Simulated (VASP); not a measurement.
Set up this calculation in VASP 6.6.1, as the native input.

```
Task                   : single point
Functional             : PBE
Potentials or basis    : VASP PAW PBE potentials, release 64 (Zn, S)
Cutoff                 : 520 eV
k mesh                 : 12 × 12 × 6
Occupations            : gaussian, width 0.05 eV
Spin                   : no spin polarisation
Dipole correction      : no
Further INCAR settings : ALGO = Normal; EDIFF = 1e-06; NBANDS = 26
```

The structure of ZnS lies in POSCAR:

```
ZnS
1.0
    3.6187474513      0.0000000000      0.0000000000
   -1.8093737256      3.1339272227      0.0000000000
    0.0000000000      0.0000000000      7.1202549766
Zn S
2 2
Direct
    0.3333333333      0.6666666667      0.0052197899
    0.6666666667      0.3333333333      0.5052197899
    0.3333333333      0.6666666667      0.3797802101
    0.6666666667      0.3333333333      0.8797802101
```

This cell differs from its parent crystal: ratio of the length along z to the lengths across it x 1.2, volume and fractional coordinates fixed.

These files were run (other wordings do the same):

INCAR

```
SYSTEM = ZnS
PREC     = Accurate       ! precision mode
ENCUT    = 520            ! plane-wave cutoff, eV
EDIFF    = 1E-6           ! SCF threshold, eV
ISMEAR   = 0              ! smearing method
SIGMA    = 0.05           ! smearing width, eV
LREAL    = .False.        ! projectors in reciprocal space
LASPH    = .True.         ! aspherical terms in the spheres
NELM     = 60             ! most SCF steps
ALGO     = Normal         ! electronic algorithm
ISIF     = 2              ! what is computed and relaxed
LWAVE    = .False.        ! write WAVECAR
LCHARG   = .False.        ! write CHGCAR
GGA      = PE             ! functional
NBANDS   = 26             ! bands
```

KPOINTS

```
Automatic mesh
0
Gamma
  12 12 6
  0 0 0
```

Potentials or basis: VASP PAW PBE potentials, release 64 (Zn, S).

Command:

```sh
$ cat potpaw_PBE.64/Zn/POTCAR potpaw_PBE.64/S/POTCAR > POTCAR
$ mpirun -np 1 vasp_std > vasp.out
```

It gave:

| Property | Result |
| --- | --- |
| Pressure | 3.4 GPa |
| Largest force | 0.413 eV/Å |
| Band gap on the k mesh | 1.23 eV, direct |

Wall time 72 s on 1 thread of Intel(R) Xeon(R) 6975P-C (Granite Rapids), on a shared host, peak memory 0.27 GiB.
